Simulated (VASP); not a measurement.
## BP: single point with r2SCAN

Crystal: BP.

```
B P
1.0
     0.00000    1.95407    1.95407
     1.95407    0.00000    1.95407
     1.95407    1.95407    0.00000
B P
1 1
Direct
  0.00000 0.00000 0.00000
  0.25000 0.25000 0.25000
```

```json
{
  "Program": "VASP 6.6.1",
  "Task": "single point",
  "Functional": "r2SCAN",
  "Potentials or basis": "VASP PAW PBE potentials, release 64 (B, P)",
  "Cutoff": "550 eV",
  "k mesh": "12 × 12 × 12",
  "Occupations": "gaussian, width 0.05 eV",
  "Spin": "no spin polarisation"
}
```

| Property | Result |
| --- | --- |
| Pressure | 168.7 GPa |
| Band gap on the k mesh | 0.55 eV (least direct gap 5.02 eV) |

Levels at points of the mesh, in eV from the valence-band top:
```
           k point  band 2  band 3  band 4  band 5  band 6  band 7
(0.00, 0.00, 0.00)    0.00    0.00    0.00    5.07    5.07    5.07
(0.50, 0.00, 0.00)  -13.21   -2.23   -2.23    5.45    5.45    7.48
(0.50, 0.50, 0.00)  -11.63   -5.99   -5.99    0.55    1.83   17.93
```

Run time: 27 s on 1 thread of Intel(R) Xeon(R) Platinum 8488C (Sapphire Rapids), with other jobs on the host, peak memory 0.14 GiB.

Caveat: the cell stands under pressure; the PAW data sets were made with another functional, which shifts forces and pressure a little. A k mesh can miss the band edges.
